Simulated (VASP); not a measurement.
# BaTiO3 (R3m) in VASP: further runs

BaTiO3 is run at these levels: HSE06, PBE0; tasks: single point.

All numbers are computed with VASP 6.6.1; they aren't measurements. Logs are shortened: lines on timing, memory, paths and dates and some standing lists are left out, and cuts for length are marked.

## (1) The cell of the first run

Symmetry: R3m, No. 160, trigonal system. The conventional cell has a = 5.680 Å, b = 5.680 Å, c = 6.994 Å, α = 90.00°, β = 90.00°, γ = 120.00°. Within 3.7 Å of Ba (site symmetry 3m) lie 12 O at 2.78 to 2.93 Å and 8 Ti at 3.40 to 3.59 Å. Ti (site symmetry 3m) has 6 O at 1.87 to 2.16 Å within 2.5 Å. Within 2.5 Å of O (site symmetry m) lie 2 Ti at 1.87 to 2.16 Å.

## (2) Single point, HSE06

POSCAR

```
BaTiO3
1.0
    2.8399983144      1.6396737913      2.3313532688
   -2.8399983144      1.6396737913      2.3313532688
    0.0000000000     -3.2793475827      2.3313532687
Ba Ti O
1 1 3
Direct
   -0.0032057798     -0.0032057798     -0.0032057798
    0.4833346617      0.4833346617      0.4833346617
    0.5098255445      0.5098255445      0.0194200292
    0.0194200292      0.5098255445      0.5098255445
    0.5098255445      0.0194200292      0.5098255445
```

INCAR.step1

```
PREC = Accurate
ENCUT = 520
EDIFF = 1E-5
ISMEAR = 0
SIGMA = 0.01
LREAL = False
LASPH = True
NELM = 100
ALGO = Normal
ISIF = 2
LWAVE = True
LCHARG = False
GGA = PE
NBANDS = 28
```

INCAR.step2

```
PREC = Accurate
ENCUT = 520
EDIFF = 1E-6
ISMEAR = 0
SIGMA = 0.01
LREAL = False
LASPH = True
NELM = 100
ALGO = Normal
ISIF = 2
LWAVE = False
LCHARG = False
GGA = PE
LHFCALC = True
HFSCREEN = 0.2079
PRECFOCK = Fast
ISTART = 1
NBANDS = 28
```

KPOINTS

```
Automatic mesh
0
Gamma
  4 4 4
```

Potentials or basis: VASP PAW PBE potentials, release 64 (Ba_sv, Ti_sv, O).

On the command line:

```
$ cat potpaw_PBE.64/Ba_sv/POTCAR potpaw_PBE.64/Ti_sv/POTCAR potpaw_PBE.64/O/POTCAR > POTCAR
$ cp INCAR.step1 INCAR
$ mpirun -np 1 vasp_std > vasp.out
$ cp INCAR.step2 INCAR
$ mpirun -np 1 vasp_std > vasp.out
```

OUTCAR:

```text
PREC = Accurate
   ENCUT = 520
   EDIFF = 1E-6
   ISMEAR = 0
   LREAL = False
   LASPH = True
   NELM = 100
   ISIF = 2
   GGA = PE
   LHFCALC = True
   HFSCREEN = 0.2079
   PRECFOCK = Fast
   ISTART = 1

 ion  position               nearest neighbor table
   1  0.997  0.997  0.997-   4 2.78   5 2.78   3 2.78   3 2.84   3 2.84   5 2.84   4 2.84   4 2.84
                             5 2.84   4 2.93   5 2.93   3 2.93   2 3.40   2 3.45   2 3.45   2 3.45
   2  0.483  0.483  0.483-   4 1.87   5 1.87   3 1.87   5 2.16   4 2.16   3 2.16   1 3.40   1 3.45
                             1 3.45   1 3.45   1 3.51   1 3.51   1 3.51   1 3.59
   3  0.510  0.510  0.019-   2 1.87   2 2.16   1 2.78   1 2.84   1 2.84   1 2.93
   4  0.019  0.510  0.510-   2 1.87   2 2.16   1 2.78   1 2.84   1 2.84   1 2.93
   5  0.510  0.019  0.510-   2 1.87   2 2.16   1 2.78   1 2.84   1 2.84   1 2.93

  LATTYP: Found a trigonal (rhomboedric) cell.
 ALAT       =     4.0235964797
 COS(alpha) =     0.0035917351

  Lattice vectors:

 A1 = (   2.8399983144,   1.6396737913,   2.3313532688)
 A2 = (  -2.8399983144,   1.6396737913,   2.3313532688)
 A3 = (   0.0000000000,  -3.2793475827,   2.3313532687)

Analysis of symmetry for initial positions (statically):
=====================================================================
 Subroutine PRICEL returns:
 Original cell was already a primitive cell.

 Routine SETGRP: Setting up the symmetry group for a
 trigonal (rhombohedral) supercell.

 Subroutine GETGRP returns: Found  6 space group operations
 (whereof  6 operations were pure point group operations)
 out of a pool of 12 trial point group operations.

The static configuration has the point symmetry C_3v.

Analysis of symmetry for dynamics (positions and initial velocities):
=====================================================================
 Subroutine PRICEL returns:
 Original cell was already a primitive cell.

 Routine SETGRP: Setting up the symmetry group for a
 trigonal (rhombohedral) supercell.

 Subroutine GETGRP returns: Found  6 space group operations
 (whereof  6 operations were pure point group operations)
 out of a pool of 12 trial point group operations.

The dynamic configuration has the point symmetry C_3v.

 Subroutine INISYM returns: Found  6 space group operations
 (whereof  6 operations are pure point group operations),
 and found     1 'primitive' translations

----------------------------------------------------------------------------------------

[... 97 lines left out ...]
   NELECT =      40.0000    total number of electrons
   NUPDOWN=      -1.0000    fix difference up-down
   EMIN   =  10.00;   EMAX   =-10.00  energy-range for DOS
   EFERMI =   0.00;   METHOD = LEGACY
   ISMEAR =     0;   SIGMA  =   0.01  broadening in eV -4-tet -1-fermi 0-gaus
   EFERMI_NEDOS =   21; number of points for ismear=-14 and -15
   IALGO  =     38    algorithm
   IMIX   =      1    mixing-type and parameters
     AMIX     =   0.40;   BMIX     =  1.00
     AMIX_MAG =   1.60;   BMIX_MAG =  1.00
  volume/ion in A,a.u.               =      13.03        87.91
  Fermi-wavevector in a.u.,A,eV,Ry     =   1.391500  2.629554 26.344582  1.936272
  Thomas-Fermi vector in A             =   2.515333
   LORBIT       =      0    0 simple, 1 ext, 2 COOP (PROOUT), +10 PAW based schemes
   GGA     = PE    functional components
   LHFCALC =     T    Hartree Fock is set to
   PRECFOCK=fast      Normal, Fast or Accurate (Low or Medium for compatibility)
   ENCUT4O =  -1.0   cutoff for four orbital integrals eV
   NKREDX  =     1    reduce k-point grid by
   NKREDY  =     1    reduce k-point grid by
   NKREDZ  =     1    reduce k-point grid by
   AEXX    =    0.2500 exact exchange contribution
   HFSCREEN=    0.2079 screening length (either q_TF or 0.3 A-1)
   HFSCREENC=   0.2079 screening length for correlation (either q_TF or 0.3 A-1)
   ENCUTFOCK=  -1.0 apply spherical cutoff to Coloumb kernel
   IVDW    =     0    specifies the selected vdW correction
   LEPSILON=     F    determine dielectric tensor
   LRPA    =     F    only Hartree local field effects (RPA)
 non-spin polarized calculation
 Gauss-broadening in eV      SIGMA  =   0.01
  energy-cutoff  :      520.00
  volume of cell :       65.14
 maximum number of plane-waves:      1769
 NGX is ok and might be reduce to    30
  NGX = 16; NGY = 16; NGZ = 16

 number of electron      40.0000008 magnetization

 Free energy of the ion-electron system (eV)
  ---------------------------------------------------
  ext. energy  EPLUGINS =         0.00000000
  ---------------------------------------------------
  free energy    TOTEN  =       -48.45611927 eV

  energy without entropy =      -48.45611927  energy(sigma->0) =      -48.45611927

 E-fermi :   2.7758     XC(G=0):  -9.1715

 val. band max:        2.6089297963   @ k =   0.5000   0.5000   0.5000
 cond. band min:       6.5194298575   @ k =   0.0000   0.0000   0.0000
 fundamental gap:      3.9105000612
 Fermi energy:         2.7758472554

 k-point     1 :       0.0000    0.0000    0.0000
  band No.  band energies     occupation
      1     -58.0233      2.00000
      2     -32.6217      2.00000
      3     -32.6217      2.00000
      4     -32.6153      2.00000
      5     -23.5485      2.00000
      6     -15.7951      2.00000
[... 392 lines left out ...]
     27      12.4674      0.00000
     28      12.4674      0.00000

------------------------ aborting loop because EDIFF is reached ----------------------------------------

  FORCE on cell =-STRESS in cart. coord.  units (eV):
  Direction    XX          YY          ZZ          XY          YZ          ZX
  --------------------------------------------------------------------------------------
  -------------------------------------------------------------------------------------
  Total       -0.2239130     -0.2239130     -0.1045666      0.0000000     -0.0000000     -0.0000000
  in kB       -5.5075071     -5.5075071     -2.5719868      0.0000000     -0.0000000     -0.0000000
  external PRESSURE =      -4.5290003 kB  Pullay stress =       0.0000000 kB

 VOLUME and BASIS-vectors are now :
 -----------------------------------------------------------------------------
  energy-cutoff  :      520.00
  volume of cell :       65.14
      direct lattice vectors                 reciprocal lattice vectors
     2.839998314  1.639673791  2.331353269     0.176056443  0.101646234  0.142978474
    -2.839998314  1.639673791  2.331353269    -0.176056443  0.101646234  0.142978474
     0.000000000 -3.279347583  2.331353269     0.000000000 -0.203292469  0.142978474

 POSITION                                       TOTAL-FORCE (eV/Angst)
 -----------------------------------------------------------------------------------
      0.00000     -0.00000      6.97164        -0.000000     -0.000000      0.012625
      0.00000     -0.00000      3.38047        -0.000000      0.000000     -0.205468
      0.00000      1.60821      2.42244        -0.000000     -0.133444      0.064281
     -1.39275     -0.80411      2.42244         0.115566      0.066722      0.064281
      1.39275     -0.80411      2.42244        -0.115566      0.066722      0.064281
 -----------------------------------------------------------------------------------
    total drift:                               -0.000003     -0.000011     -0.015018

  FREE ENERGIE OF THE ION-ELECTRON SYSTEM (eV)
  ---------------------------------------------------
  free  energy   TOTEN  =       -48.4561192719 eV

  energy  without entropy=      -48.4561192719  energy(sigma->0) =      -48.45611927
```

OUTCAR.step1:

```text
PREC = Accurate
   ENCUT = 520
   EDIFF = 1E-5
   ISMEAR = 0
   LREAL = False
[... 625 lines left out ...]
      0.00000     -0.00000      3.38047         0.000000     -0.000000      0.073951
      0.00000      1.60821      2.42244         0.000000      0.122304     -0.030441
     -1.39275     -0.80411      2.42244        -0.105919     -0.061152     -0.030441
      1.39275     -0.80411      2.42244         0.105919     -0.061152     -0.030441
 -----------------------------------------------------------------------------------
    total drift:                               -0.000000      0.000001     -0.000347

  FREE ENERGIE OF THE ION-ELECTRON SYSTEM (eV)
  ---------------------------------------------------
  free  energy   TOTEN  =       -40.0209524403 eV

  energy  without entropy=      -40.0209524403  energy(sigma->0) =      -40.02095244
```

OSZICAR.step1:

```text
N       E                     dE             d eps       ncg     rms          rms(c)
DAV:   1     0.443772409605E+03    0.44377E+03   -0.20982E+04   728   0.155E+03
DAV:   2    -0.412674513245E+01   -0.44790E+03   -0.42681E+03   852   0.428E+02
DAV:   3    -0.485017494548E+02   -0.44375E+02   -0.44032E+02  1008   0.135E+02
DAV:   4    -0.505409692372E+02   -0.20392E+01   -0.20349E+01  1072   0.245E+01
DAV:   5    -0.506022413841E+02   -0.61272E-01   -0.61260E-01  1024   0.336E+00    0.237E+01
DAV:   6    -0.402013893999E+02    0.10401E+02   -0.57193E+01  1116   0.681E+01    0.102E+01
DAV:   7    -0.401972822116E+02    0.41072E-02   -0.11536E+01  1000   0.249E+01    0.721E+00
DAV:   8    -0.400129758268E+02    0.18431E+00   -0.63260E-01   900   0.741E+00    0.363E+00
DAV:   9    -0.400468104134E+02   -0.33835E-01   -0.34900E-01  1060   0.518E+00    0.157E+00
DAV:  10    -0.400249287531E+02    0.21882E-01   -0.16601E-01   896   0.422E+00    0.559E-01
DAV:  11    -0.400210184635E+02    0.39103E-02   -0.20195E-02   964   0.919E-01    0.151E-01
DAV:  12    -0.400212049112E+02   -0.18645E-03   -0.28263E-03   976   0.497E-01    0.146E-01
DAV:  13    -0.400209553327E+02    0.24958E-03   -0.11800E-03   896   0.361E-01    0.238E-02
DAV:  14    -0.400209524403E+02    0.28925E-05   -0.47517E-05   852   0.580E-02
   1 F= -.40020952E+02 E0= -.40020952E+02  d E =-.128347E-35
```

Wall time 10 min (1 thread of Intel Xeon 6975P-C (Granite Rapids), shared host); peak memory 0.29 GiB.

Results:

* Free energy: -48.4561 eV
* Pressure: -0.5 GPa
* Largest force: 0.205 eV/Å
* Band gap on the k mesh: 3.91 eV (least direct gap 4.36 eV)

Forces on the atoms (eV/Å):
```
Ba   0.000  0.000  0.013
Ti   0.000  0.000 -0.205
O    0.000 -0.133  0.064
O    0.116  0.067  0.064
O   -0.116  0.067  0.064
```

Stress tensor (GPa, compression positive):
```
-0.55  0.00  0.00
 0.00 -0.55  0.00
 0.00  0.00 -0.26
```

Caveat: the PAW data sets were made with another functional, which shifts forces and pressure a little; spin-orbit coupling is left out, which moves the levels of the heavy elements.

## (3) Single point, PBE0

POSCAR is that of step 2.

INCAR.step1

```
ALGO     = Normal         # electronic algorithm
EDIFF    = 1E-5           # SCF threshold, eV
ENCUT    = 520            # plane-wave cutoff, eV
GGA      = PE             # functional
ISIF     = 2              # what is computed and relaxed
ISMEAR   = 0              # smearing method
LASPH    = T              # aspherical terms in the spheres
LCHARG   = F              # write CHGCAR
LREAL    = F              # projectors in reciprocal space
LWAVE    = T              # write WAVECAR
NBANDS   = 28             # bands
NELM     = 100            # most SCF steps
PREC     = Accurate       # precision mode
SIGMA    = 0.01           # smearing width, eV
```

INCAR.step2

```
AEXX     = 0.25           # exact-exchange fraction
ALGO     = Normal         # electronic algorithm
EDIFF    = 1E-6           # SCF threshold, eV
ENCUT    = 520            # plane-wave cutoff, eV
GGA      = PE             # functional
ISIF     = 2              # what is computed and relaxed
ISMEAR   = 0              # smearing method
ISTART   = 1            
LASPH    = T              # aspherical terms in the spheres
LCHARG   = F              # write CHGCAR
LHFCALC  = T              # exact exchange
LREAL    = F              # projectors in reciprocal space
LWAVE    = F              # write WAVECAR
NBANDS   = 28             # bands
NELM     = 100            # most SCF steps
PREC     = Accurate       # precision mode
PRECFOCK = Fast         
SIGMA    = 0.01           # smearing width, eV
```

KPOINTS

```
k-points
0
Gamma
  4 4 4
```

Potentials or basis: VASP PAW PBE potentials, release 64 (Ba_sv, Ti_sv, O).

On the command line:

```
$ cat potpaw_PBE.64/Ba_sv/POTCAR potpaw_PBE.64/Ti_sv/POTCAR potpaw_PBE.64/O/POTCAR > POTCAR
$ cp INCAR.step1 INCAR
$ mpirun -np 1 vasp_std > vasp.out
$ cp INCAR.step2 INCAR
$ mpirun -np 1 vasp_std > vasp.out
```

OUTCAR:

```text
AEXX = 0.25
   EDIFF = 1E-6
   ENCUT = 520
   GGA = PE
   ISIF = 2
   ISMEAR = 0
   ISTART = 1
   LASPH = T
   LHFCALC = T
   LREAL = F
   NELM = 100
   PREC = Accurate
   PRECFOCK = Fast

 ion  position               nearest neighbor table
   1  0.997  0.997  0.997-   4 2.78   5 2.78   3 2.78   3 2.84   3 2.84   5 2.84   4 2.84   4 2.84
                             5 2.84   4 2.93   5 2.93   3 2.93   2 3.40   2 3.45   2 3.45   2 3.45
   2  0.483  0.483  0.483-   4 1.87   5 1.87   3 1.87   5 2.16   4 2.16   3 2.16   1 3.40   1 3.45
[... 606 lines left out ...]
  --------------------------------------------------------------------------------------
  -------------------------------------------------------------------------------------
  Total       -0.2995034     -0.2995034     -0.1856179      0.0000000     -0.0000000      0.0000000
  in kB       -7.3667756     -7.3667756     -4.5655755      0.0000000     -0.0000000      0.0000000
  external PRESSURE =      -6.4330423 kB  Pullay stress =       0.0000000 kB

 VOLUME and BASIS-vectors are now :
 -----------------------------------------------------------------------------
  energy-cutoff  :      520.00
  volume of cell :       65.14
      direct lattice vectors                 reciprocal lattice vectors
     2.839998314  1.639673791  2.331353269     0.176056443  0.101646234  0.142978474
    -2.839998314  1.639673791  2.331353269    -0.176056443  0.101646234  0.142978474
     0.000000000 -3.279347583  2.331353269     0.000000000 -0.203292469  0.142978474

 POSITION                                       TOTAL-FORCE (eV/Angst)
 -----------------------------------------------------------------------------------
      0.00000     -0.00000      6.97164         0.000000     -0.000000      0.014836
      0.00000     -0.00000      3.38047         0.000000      0.000000     -0.199298
      0.00000      1.60821      2.42244         0.000000     -0.128548      0.061488
     -1.39275     -0.80411      2.42244         0.111326      0.064274      0.061488
      1.39275     -0.80411      2.42244        -0.111326      0.064274      0.061488
 -----------------------------------------------------------------------------------
    total drift:                                0.000002     -0.000010     -0.016015

  FREE ENERGIE OF THE ION-ELECTRON SYSTEM (eV)
  ---------------------------------------------------
  free  energy   TOTEN  =       -51.2269696962 eV

  energy  without entropy=      -51.2269696962  energy(sigma->0) =      -51.22696970
```

OUTCAR.step1:

```text
EDIFF = 1E-5
   ENCUT = 520
   GGA = PE
   ISIF = 2
[... 626 lines left out ...]
      0.00000     -0.00000      3.38047         0.000000     -0.000000      0.073951
      0.00000      1.60821      2.42244         0.000000      0.122304     -0.030441
     -1.39275     -0.80411      2.42244        -0.105919     -0.061152     -0.030441
      1.39275     -0.80411      2.42244         0.105919     -0.061152     -0.030441
 -----------------------------------------------------------------------------------
    total drift:                               -0.000000      0.000001     -0.000347

  FREE ENERGIE OF THE ION-ELECTRON SYSTEM (eV)
  ---------------------------------------------------
  free  energy   TOTEN  =       -40.0209524403 eV

  energy  without entropy=      -40.0209524403  energy(sigma->0) =      -40.02095244
```

Run time: 15 min. Hardware: 1 thread of Oxide Virtual Turin-like, shared host; peak memory 0.16 GiB.

What came out:

```yaml
Free_energy: -51.2270 eV
Pressure: -0.6 GPa
Largest_force: 0.199 eV/Å
Band_gap_on_the_k_mesh: 4.68 eV (least direct gap 5.13 eV)
```

Forces on the atoms (eV/Å):
```
Ba   0.000  0.000  0.015
Ti   0.000  0.000 -0.199
O    0.000 -0.129  0.061
O    0.111  0.064  0.061
O   -0.111  0.064  0.061
```

Levels at points of the mesh, in eV from the valence-band top:
| k point | band 18 | band 19 | band 20 | band 21 | band 22 | band 23 |
| --- | --- | --- | --- | --- | --- | --- |
| (0.00, 0.00, 0.00) | -0.57 | -0.45 | -0.45 | 4.68 | 4.68 | 4.84 |
| (0.50, 0.00, 0.00) | -1.68 | -1.05 | -0.92 | 4.87 | 6.17 | 6.30 |
| (0.50, 0.50, 0.00) | -0.96 | -0.90 | -0.09 | 6.27 | 6.27 | 6.67 |
| (0.50, 0.50, 0.50) | -0.02 | -0.02 | 0.00 | 6.77 | 6.97 | 6.97 |

Caveat: the PAW data sets were made with another functional, which shifts forces and pressure a little; spin-orbit coupling is left out, which moves the levels of the heavy elements. A k mesh can miss the band edges.
